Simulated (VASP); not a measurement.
A run of VASP 6.6.1 is set up as follows.

Contents of INCAR:

```
SYSTEM = TaN
ALGO = Normal
EDIFF = 1E-6
ENCUT = 520
GGA = PE
ISIF = 2
ISMEAR = -1
LASPH = .TRUE.
LCHARG = .FALSE.
LREAL = .FALSE.
LWAVE = .FALSE.
NBANDS = 15
NELM = 80
PREC = Accurate
SIGMA = 0.05
```

KPOINTS

```
k-points
0
G
  15 15 15
  0 0 0
```

File POSCAR:

```
TaN
1.0
    2.7505839039      0.0000000000      0.0000000000
    0.0000000000      2.7505839039      0.0000000000
    0.0000000000      0.0000000000      2.7505839039
Ta N
1 1
Direct
    0.0000000000      0.0000000000      0.0000000000
    0.5000000000      0.5000000000      0.5000000000
```

Potentials or basis: VASP PAW PBE potentials, release 64 (Ta_pv, N).

The run is started by

```console
$ cat potpaw_PBE.64/Ta_pv/POTCAR potpaw_PBE.64/N/POTCAR > POTCAR
$ mpirun -np 1 vasp_std > vasp.out
```

(1) What does it give for the pressure?

(2) Predict the band gap on the k mesh.

## Answers

(1) 0.7 GPa.

(2) zero (band 8 reaches 14.77 eV, above the bottom of band 9 at 6.57 eV).

Caveat: spin-orbit coupling is left out, which moves the levels of the heavy elements.
